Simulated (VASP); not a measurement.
Write the native input for VASP 6.6.1 that does the following.

```yaml
Task: single point
Functional: PBE
Dispersion: D3(BJ)
Potentials_or_basis: VASP PAW PBE potentials, release 64 (Te, Mo_sv)
Cutoff: 400 eV
k_mesh: 12 × 12 × 1
Occupations: gaussian, width 0.05 eV
Spin: no spin polarisation
Dipole_correction: yes
Further_INCAR_settings: ALGO = Normal; EDIFF = 1e-06; NBANDS = 20; NELMDL = -8
```

The structure of Te2Mo lies in POSCAR:

```
Te2Mo
1.0
    3.5613832000      0.0000000000      0.0000000000
   -1.7806916000      3.0842483200      0.0000000000
    0.0000000000      0.0000000000     21.5814058134
Te Mo
2 1
Direct
    0.6666666700      0.3333333400      0.4170256599
    0.6666666700      0.3333333400      0.5829743401
    0.3333333300      0.6666666600      0.4999245700
```

These files were run (other wordings do the same):

INCAR

```
SYSTEM = Te2Mo
  PREC = Accurate
  ENCUT = 400
  EDIFF = 1E-6
  ISMEAR = 0
  SIGMA = 0.05
  LREAL = .False.
  LASPH = .True.
  NELM = 120
  ALGO = Normal
  ISIF = 2
  LWAVE = .False.
  LCHARG = .True.
  LDIPOL = .True.
  IDIPOL = 3
  DIPOL = 0.5 0.5 0.500
  GGA = PE
  IVDW = 12
  LELF = .True.
  LVHAR = .True.
  LVACPOTAV = .True.
  NBANDS = 20
  GGA_COMPAT = .False.
  NELMDL = -8
```

KPOINTS

```
Automatic mesh
0
Gamma
  12 12 1
  0 0 0
```

Potentials or basis: VASP PAW PBE potentials, release 64 (Te, Mo_sv).

Command:

```bash
$ cat potpaw_PBE.64/Te/POTCAR potpaw_PBE.64/Mo_sv/POTCAR > POTCAR
$ mpirun -np 1 vasp_std > vasp.out
```

Results of the run:

| Quantity | Value |
| --- | --- |
| Largest force | 0.101 eV/Å |
| Band gap on the k mesh | 1.05 eV |
| Dispersion energy per atom | -0.390 eV |

Caveat: spin-orbit coupling is left out, which moves the levels of the heavy elements.

Run time: 2.4 min on 1 thread of Intel Xeon 8259CL, on a shared host, peak memory 0.29 GiB.
